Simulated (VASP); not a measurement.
TaRu, 2 atoms in the cell. Symmetry: Pm-3m, No. 221, cubic system. Conventional cell: a = 3.150 Å, b = 3.150 Å, c = 3.150 Å, α = 90.00°, β = 90.00°, γ = 90.00°. Ta (site symmetry m-3m) has 8 Ru at 2.73 Å and 6 Ta at 3.15 Å within 3.6 Å. Ru (site symmetry m-3m) has 8 Ta at 2.73 Å and 6 Ru at 3.15 Å within 3.6 Å. 

| Quantity | Value |
| --- | --- |
| Program | VASP 6.6.1 |
| Task | single point |
| Functional | r2SCAN |
| Dispersion | D3(BJ) |
| Potentials or basis | VASP PAW PBE potentials, release 64 (Ta_pv, Ru_pv) |
| Cutoff | 520 eV |
| k mesh | 10 × 10 × 10 |
| Occupations | fermi-dirac, width 0.05 eV |
| Spin | no spin polarisation |
| Dipole correction | no |
| Further INCAR settings | ALGO = Normal; EDIFF = 1e-07; NBANDS = 20 |

Potentials or basis: VASP PAW PBE potentials, release 64 (Ta_pv, Ru_pv).

Launch:

```bash
$ cat potpaw_PBE.64/Ta_pv/POTCAR potpaw_PBE.64/Ru_pv/POTCAR > POTCAR
$ cp INCAR.step1 INCAR
$ mpirun -np 1 vasp_std > vasp.out
$ cp INCAR.step2 INCAR
$ mpirun -np 1 vasp_std > vasp.out
```

Hardware: 1 thread of Intel(R) Xeon(R) 6975P-C (Granite Rapids), with other jobs on the host.

Problem. Estimate the wall time of this run.

Solution. It took 32 s on 1 thread of Intel(R) Xeon(R) 6975P-C (Granite Rapids), on a shared host, peak memory 0.17 GiB. Counts: k points 56.
